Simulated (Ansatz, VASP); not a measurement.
## In in VASP and in Ansatz

INCAR

```
SYSTEM = In
ALGO     = Normal         ! electronic algorithm
EDIFF    = 1E-6           ! SCF threshold, eV
ENCUT    = 500            ! plane-wave cutoff, eV
GGA      = PE             ! functional
GGA_COMPAT= .FALSE.      
ISIF     = 2              ! what is computed and relaxed
ISMEAR   = 0              ! smearing method
IVDW     = 12             ! dispersion correction
LASPH    = .TRUE.         ! aspherical terms in the spheres
LCHARG   = .TRUE.         ! write CHGCAR
LELF     = .TRUE.         ! ELF
LREAL    = .FALSE.        ! projectors in reciprocal space
LVHAR    = .TRUE.       
LWAVE    = .FALSE.        ! write WAVECAR
NBANDS   = 12             ! bands
NELM     = 120            ! most SCF steps
PREC     = Accurate       ! precision mode
SIGMA    = 0.1            ! smearing width, eV
```

File KPOINTS:

```
k-points
0
G
  8 8 8
  0 0 0
```

File POSCAR:

```
In
1.0
   -1.6947072674      1.6947072674      2.2973723912
    1.6947072674     -1.6947072674      2.2973723912
    1.6947072674      1.6947072674     -2.2973723912
In
1
Direct
    0.0000000000      0.0000000000      0.0000000000
```

Input for Ansatz:

```yaml
crystal:
  lattice:
    - [-1.6947072674, 1.6947072674, 2.2973723912]
    - [1.6947072674, -1.6947072674, 2.2973723912]
    - [1.6947072674, 1.6947072674, -2.2973723912]
  atoms:
    - { symbol: In, position: [0.0, 0.0, 0.0] }
basis:
  ecutwfc: 420
kpoints:
  mp_grid: { grid: [8, 8, 8] }
hamiltonian:
  xc: pbe
  dispersion: d3bj
scf:
  occupations: { method: gaussian, width: 0.1 }
output:
  forces: true
  stress: true
  eigenvalues: true
```

Alike in both runs: task single point; functional PBE; dispersion D3(BJ); k mesh 8 × 8 × 8; occupations gaussian, width 0.1 eV; no spin polarisation.

|  | VASP | Ansatz |
| --- | --- | --- |
| version | VASP 6.6.1 | Ansatz 0.2.0 |
| potentials or method | VASP PAW PBE potentials, release 64 (In_d), cutoff 500 eV | scalar-relativistic, plane waves, PAW |
| valence electrons in the cell | 13 | 13 |

```tsv
	VASP	Ansatz	Ansatz less VASP
gap on the k mesh at the Fermi level (eV)	none	none	-
pressure (GPa)	-0.4	-0.4	+0.04
traceless stress, the component that is largest in VASP (GPa)	-1.84	-1.84	+0.002
```

A gap of «none» marks a metal or a gap that the smearing closes.
